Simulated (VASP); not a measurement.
# C in VASP: further runs

The runs below take C through single point, with PBE+D3(BJ).

All numbers are computed with VASP 6.6.1; they aren't measurements. Logs are shortened: lines on timing, memory, paths and dates and some standing lists are left out, and cuts for length are marked.

## (1) The cell of the first run

The cell holds a slab with vacuum, 2 atoms: a = 2.423 Å, b = 2.423 Å, c = 26.002 Å, α = 90.00°, β = 90.00°, γ = 120.00°.

## (2) Single point, PBE+D3(BJ)

File INCAR:

```
SYSTEM = C
  PREC = Accurate
  ENCUT = 520
  EDIFF = 1E-6
  ISMEAR = 0
  SIGMA = 0.1
  LREAL = .False.
  LASPH = .True.
  NELM = 100
  ALGO = Normal
  ISIF = 2
  LWAVE = .False.
  LCHARG = .False.
  LDIPOL = .True.
  IDIPOL = 3
  DIPOL = 0.5 0.5 0.500
  GGA = PE
  IVDW = 12
  NBANDS = 11
```

File KPOINTS:

```
Automatic mesh
0
Gamma
  21 21 1
  0 0 0
```

File POSCAR:

```
C
1.0
    2.4230000000      0.0000000000      0.0000000000
   -1.2115000000      2.0983795534      0.0000000000
    0.0000000000      0.0000000000     26.0024170307
C
2
Direct
    0.6666666667      0.3333333333      0.5027497444
    0.3333333333      0.6666666667      0.4972502556
```

Potentials or basis: VASP PAW PBE potentials, release 64 (C).

Command:

```console
> cat potpaw_PBE.64/C/POTCAR > POTCAR
> mpirun -np 1 vasp_std > vasp.out
```

OUTCAR:

```text
SYSTEM = C
   PREC = Accurate
   ENCUT = 520
   EDIFF = 1E-6
   ISMEAR = 0
   LREAL = .False.
   LASPH = .True.
   NELM = 100
   ISIF = 2
   GGA = PE
   IVDW = 12
 IVDW          = 12

 ion  position               nearest neighbor table
   1  0.667  0.333  0.503-   2 1.41   2 1.41   2 1.41
   2  0.333  0.667  0.497-   1 1.41   1 1.41   1 1.41

  LATTYP: Found a hexagonal cell.
 ALAT       =     2.4230000000
 C/A-ratio  =    10.7314969173

  Lattice vectors:

 A1 = (   2.4230000000,   0.0000000000,   0.0000000000)
 A2 = (  -1.2115000000,   2.0983795534,   0.0000000000)
 A3 = (   0.0000000000,   0.0000000000,  26.0024170307)

Analysis of symmetry for initial positions (statically):
=====================================================================
 Subroutine PRICEL returns:
 Original cell was already a primitive cell.

 Routine SETGRP: Setting up the symmetry group for a
 hexagonal supercell.

 Subroutine GETGRP returns: Found 12 space group operations
 (whereof 12 operations were pure point group operations)
 out of a pool of 24 trial point group operations.

The static configuration has the point symmetry D_3d.

Analysis of symmetry for dynamics (positions and initial velocities):
=====================================================================
 Subroutine PRICEL returns:
 Original cell was already a primitive cell.

 Routine SETGRP: Setting up the symmetry group for a
 hexagonal supercell.

 Subroutine GETGRP returns: Found 12 space group operations
 (whereof 12 operations were pure point group operations)
 out of a pool of 24 trial point group operations.

The dynamic configuration has the point symmetry D_3d.

 Subroutine INISYM returns: Found 12 space group operations
 (whereof 12 operations are pure point group operations),
 and found     1 'primitive' translations

----------------------------------------------------------------------------------------

                                     Primitive cell

  volume of cell :     132.2060

  direct lattice vectors                    reciprocal lattice vectors
     2.423000000  0.000000000  0.000000000     0.412711515  0.238279104  0.000000000
    -1.211500000  2.098379553  0.000000000     0.000000000  0.476558208  0.000000000
     0.000000000  0.000000000 26.002417031     0.000000000  0.000000000  0.038457963

  length of vectors
     2.423000000  2.423000000 26.002417031     0.476558208  0.476558208  0.038457963

  position of ions in fractional coordinates (direct lattice)
     0.666666667  0.333333333  0.502749744
     0.333333333  0.666666667  0.497250256

  ion indices of the primitive-cell ions
   primitive index   ion index
                 1           1
                 2           2

----------------------------------------------------------------------------------------

 KPOINTS: Automatic mesh

Automatic generation of k-mesh.
 Grid dimensions read from file:
 generate k-points for:   21   21    1

 Generating k-lattice:

  Cartesian coordinates                     Fractional coordinates (reciprocal lattice)
     0.019652929  0.011346624  0.000000000     0.047619048  0.000000000  0.000000000
     0.000000000  0.022693248  0.000000000     0.000000000  0.047619048  0.000000000
     0.000000000  0.000000000  0.038457963     0.000000000  0.000000000  1.000000000

  Length of vectors
     0.022693248  0.022693248  0.038457963

  Shift w.r.t. Gamma in fractional coordinates (k-lattice)
     0.000000000  0.000000000  0.000000000

 Subroutine IBZKPT returns following result:
 ===========================================

 Found     48 irreducible k-points:

 Following reciprocal coordinates:
            Coordinates               Weight
  0.000000  0.000000  0.000000      1.000000
  0.047619  0.000000  0.000000      6.000000
  0.095238  0.000000  0.000000      6.000000
  0.142857  0.000000  0.000000      6.000000
  0.190476  0.000000  0.000000      6.000000
  0.238095  0.000000  0.000000      6.000000
[... 16 lines left out ...]
  0.142857  0.095238  0.000000     12.000000
  0.190476  0.095238  0.000000     12.000000
 [... further k-points ...]
   k-points           NKPTS =     48   k-points in BZ     NKDIM =     48   number of bands    NBANDS=     11
   number of dos      NEDOS =    301   number of ions     NIONS =      2
   total plane-waves  NPLWV =  63504
   dimension x,y,z NGX =    18 NGY =   18 NGZ =  196
   dimension x,y,z NGXF=    36 NGYF=   36 NGZF=  392
   ions per type =               2
   NGX,Y,Z   is equivalent  to a cutoff of  12.35, 12.35, 12.53 a.u.
   NGXF,Y,Z  is equivalent  to a cutoff of  24.70, 24.70, 25.06 a.u.
 SYSTEM =  C
   PREC   = accura    normal or accurate (medium, high low for compatibility)
   ISTART =      0    job   : 0-new  1-cont  2-samecut
   ICHARG =      2    charge: 1-file 2-atom 10-const
   ISPIN  =      1    spin polarized calculation?
   LNONCOLLINEAR =      F non collinear calculations
   LSORBIT =      F    spin-orbit coupling
   LASPH  =      T    aspherical Exc in radial PAW
   ENCUT  =  520.0 eV  38.22 Ry    6.18 a.u.   4.51  4.51 48.35*2*pi/ulx,y,z
   NELM   =    100;   NELMIN=  2; NELMDL= -5     # of ELM steps
   EDIFF  = 0.1E-05   stopping-criterion for ELM
   LREAL  =      F    real-space projection
   EDIFFG = 0.1E-04   stopping-criterion for IOM
   NSW    =      0    number of steps for IOM
   IBRION =     -1    ionic relax: 0-MD 1-quasi-New 2-CG
   NFREE  =      0    steps in history (QN), initial steepest desc. (CG)
   ISIF   =      2    stress and relaxation
   ISYM   =      2    0-nonsym 1-usesym 2-fastsym
   POTIM  = 0.5000    time-step for ionic-motion
   TEBEG  =    0.0;   TEEND  =   0.0 temperature during run
   PSTRESS=    0.0 pullay stress
   NELECT =       8.0000    total number of electrons
   NUPDOWN=      -1.0000    fix difference up-down
   EMIN   =  10.00;   EMAX   =-10.00  energy-range for DOS
   EFERMI =   0.00;   METHOD = LEGACY
   ISMEAR =     0;   SIGMA  =   0.10  broadening in eV -4-tet -1-fermi 0-gaus
   EFERMI_NEDOS =   21; number of points for ismear=-14 and -15
   IALGO  =     38    algorithm
   IMIX   =      4    mixing-type and parameters
     AMIX     =   0.40;   BMIX     =  1.00
     AMIX_MAG =   1.60;   BMIX_MAG =  1.00
  volume/ion in A,a.u.               =      66.10       446.09
  Fermi-wavevector in a.u.,A,eV,Ry     =   0.642719  1.214563  5.620399  0.413088
  Thomas-Fermi vector in A             =   1.709482
   LORBIT       =      0    0 simple, 1 ext, 2 COOP (PROOUT), +10 PAW based schemes
   GGA     = PE    functional components
   LHFCALC =     F    Hartree Fock is set to
   AEXX    =    0.0000 exact exchange contribution
   IVDW    =    12    specifies the selected vdW correction
   LEPSILON=     F    determine dielectric tensor
   LRPA    =     F    only Hartree local field effects (RPA)
 non-spin polarized calculation
 Gauss-broadening in eV      SIGMA  =   0.10
  energy-cutoff  :      520.00
  volume of cell :      132.21
 maximum number of plane-waves:      3621
 NGX is ok and might be reduce to    18
   NGX =  9   NGY =  9   NGZ = 97

 number of electron       8.0000000 magnetization

 dipolmoment           0.000000      0.000000     -0.000000 electrons x Angstroem

 Free energy of the ion-electron system (eV)
  ---------------------------------------------------
  ext. energy  EPLUGINS =         0.00000000
  ---------------------------------------------------
  free energy    TOTEN  =       -18.23346681 eV

  energy without entropy =      -18.23295507  energy(sigma->0) =      -18.23321094

 E-fermi :  -2.9683     XC(G=0):  -1.7016

 val. band max:       -2.9682567391   @ k =   0.3333   0.3333   0.0000
 cond. band min:      -2.9682567371   @ k =   0.3333   0.3333   0.0000
 fundamental gap:      0.0000000020
 Fermi energy:        -2.9682567383

 k-point     1 :       0.0000    0.0000    0.0000
  band No.  band energies     occupation
      1     -22.8196      2.00000
      2     -10.8529      2.00000
      3      -5.7574      2.00000
      4      -5.7574      2.00000
      5       0.0669      0.00000
      6       0.9631      0.00000
      7       1.2153      0.00000
      8       1.6816      0.00000
      9       1.9576      0.00000
     10       2.8807      0.00000
     11       3.2118      0.00000

 k-point     2 :       0.0476    0.0000    0.0000
  band No.  band energies     occupation
      1     -22.7641      2.00000
      2     -10.7870      2.00000
      3      -5.9849      2.00000
      4      -5.8804      2.00000
      5       0.1401      0.00000
      6       1.0397      0.00000
      7       1.2926      0.00000
      8       1.7586      0.00000
      9       2.0338      0.00000
     10       2.9574      0.00000
     11       3.2861      0.00000

 k-point     3 :       0.0952    0.0000    0.0000
  band No.  band energies     occupation
      1     -22.5978      2.00000
      2     -10.5903      2.00000
      3      -6.6232      2.00000
      4      -6.2164      2.00000
      5       0.3590      0.00000
      6       1.2692      0.00000
      7       1.5245      0.00000
      8       1.9897      0.00000
      9       2.2621      0.00000
     10       3.1874      0.00000
     11       3.5079      0.00000

 k-point     4 :       0.1429    0.0000    0.0000
  band No.  band energies     occupation
      1     -22.3214      2.00000
      2     -10.2660      2.00000
      3      -7.5677      2.00000
      4      -6.6896      2.00000
      5       0.7208      0.00000
      6       1.6512      0.00000
      7       1.9107      0.00000
      8       2.3745      0.00000
      9       2.6411      0.00000
     10       3.5702      0.00000
     11       3.8707      0.00000

 k-point     5 :       0.1905    0.0000    0.0000
  band No.  band energies     occupation
      1     -21.9357      2.00000
      2      -9.8303      2.00000
      3      -8.6961      2.00000
      4      -7.2213      2.00000
      5       1.2172      0.00000
      6       2.1846      0.00000
      7       2.4509      0.00000
      8       2.9126      0.00000
      9       3.1645      0.00000
     10       4.1043      0.00000
     11       4.3395      0.00000
[... 211 lines left out ...]
 k-point    21 :       0.4762    0.0476    0.0000
  band No.  band energies     occupation
      1     -17.2894      2.00000
      2     -16.3669      2.00000
      3      -9.4938      2.00000
      4      -5.3212      2.00000
      5      -1.3765      0.00000
      6       5.2460      0.00000
      7       8.2752      0.00000
      8       8.5115      0.00000
      9       9.2485      0.00000
     10       9.4301      0.00000
     11       9.8090      0.00000

 k-point    22 :       0.0952    0.0952    0.0000
  band No.  band energies     occupation
      1     -22.1559      2.00000
      2     -10.0741      2.00000
      3      -7.9136      2.00000
      4      -7.1347      2.00000
      5       0.9360      0.00000
      6       1.8802      0.00000
      7       2.1424      0.00000
      8       2.6054      0.00000
      9       2.8672      0.00000
     10       3.7999      0.00000
     11       4.0829      0.00000

 k-point    23 :       0.1429    0.0952    0.0000
  band No.  band energies     occupation
      1     -21.7710      2.00000
      2      -9.6552      2.00000
      3      -8.8494      2.00000
      4      -7.7710      2.00000
      5       1.4258      0.00000
      6       2.4135      0.00000
      7       2.6821      0.00000
      8       3.1435      0.00000
      9       3.3848      0.00000
     10       4.3343      0.00000
     11       4.5144      0.00000

 k-point    24 :       0.1905    0.0952    0.0000
  band No.  band energies     occupation
      1     -21.2786      2.00000
      2     -10.0769      2.00000
      3      -8.9908      2.00000
      4      -8.3686      2.00000
      5       1.9994      0.00000
      6       3.0949      0.00000
      7       3.3698      0.00000
      8       3.8305      0.00000
      9       3.9423      0.00000
     10       4.5733      0.00000
     11       5.0235      0.00000

 [... further k-points ...]

------------------------ aborting loop because EDIFF is reached ----------------------------------------

 vacuum level on the upper side and lower side of the slab       (xc-potential included)        -0.009        -0.009

 Edisp (eV)   -0.17704

 E8    (eV) :    -0.0554

  FORCE on cell =-STRESS in cart. coord.  units (eV):
  Direction    XX          YY          ZZ          XY          YZ          ZX
  --------------------------------------------------------------------------------------
  -------------------------------------------------------------------------------------
  Total       2.58763     2.58763    -0.35253     0.00000     0.00000     0.00000
  in kB      31.35895    31.35895    -4.27225     0.00000     0.00000     0.00000
  external pressure =       19.48 kB  Pullay stress =        0.00 kB

 VOLUME and BASIS-vectors are now :
 -----------------------------------------------------------------------------
  energy-cutoff  :      520.00
  volume of cell :      132.21
      direct lattice vectors                 reciprocal lattice vectors
     2.423000000  0.000000000  0.000000000     0.412711515  0.238279104  0.000000000
    -1.211500000  2.098379553  0.000000000     0.000000000  0.476558208  0.000000000
     0.000000000  0.000000000 26.002417031     0.000000000  0.000000000  0.038457963

 POSITION                                       TOTAL-FORCE (eV/Angst)
 -----------------------------------------------------------------------------------
      1.21150      0.69946     13.07271         0.000000      0.000000     -2.384983
     -0.00000      1.39892     12.92971        -0.000000      0.000000      2.384983
 -----------------------------------------------------------------------------------
    total drift:                               -0.000000      0.000000      0.000000

  FREE ENERGIE OF THE ION-ELECTRON SYSTEM (eV)
  ---------------------------------------------------
  free  energy   TOTEN  =       -18.4105018382 eV

  energy  without entropy=      -18.4099901016  energy(sigma->0) =      -18.41024597

 vacuum level on the upper side and lower side of the slab         1.169         1.169
```

Wall time 2 min (1 thread of AMD EPYC 7R43 (Zen 3), shared host); peak memory 0.22 GiB.

What came out:

```
Free energy                : -18.4105 eV
Largest force              : 2.385 eV/Å
Band gap on the k mesh     : zero (filled and empty bands touch)
Dispersion energy per atom : -0.089 eV
```

Forces in eV/Å, atoms in the order of the input:
```
C    0.000  0.000 -2.385
C    0.000  0.000  2.385
```

[end of part 1 of 2]
